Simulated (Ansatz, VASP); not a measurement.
## Two plane-wave programs on Ge

```
Ge
1.0
     0.00147    2.83692    2.83640
     2.83774    0.00033    2.83754
     2.83939    2.83971   -0.00132
Ge
2
Direct
  0.50014 0.50003 0.49983
  0.74986 0.74997 0.75017
```

Change from the starting cell: all atoms moved at random, sigma 0.25 Å a component; relaxed back.

Alike in both runs: functional PBEsol; k mesh 10 × 10 × 10; occupations gaussian, width 0.15 eV; no spin polarisation.

Ansatz relaxed the structure, and its values are those at the end. VASP's run is a single point on that final structure, the one shown.

|  | VASP | Ansatz |
| --- | --- | --- |
| version | VASP 6.6.1 | Ansatz 0.2.0 |
| potentials or method | VASP PAW PBE potentials, release 64 (Ge_d), cutoff 520 eV | scalar-relativistic, plane waves, PAW |
| valence electrons in the cell | 28 | 28 |

VASP gave:

* gap on the k mesh at the Fermi level (eV): none
* pressure (GPa): -0.4

Task: What did Ansatz give for the same quantities?

Result: gap on the k mesh at the Fermi level (eV): none; pressure (GPa): 0.0.

VASP's potentials were made for PBE, not for PBEsol. A gap of «none» marks a metal or a gap that the smearing closes.
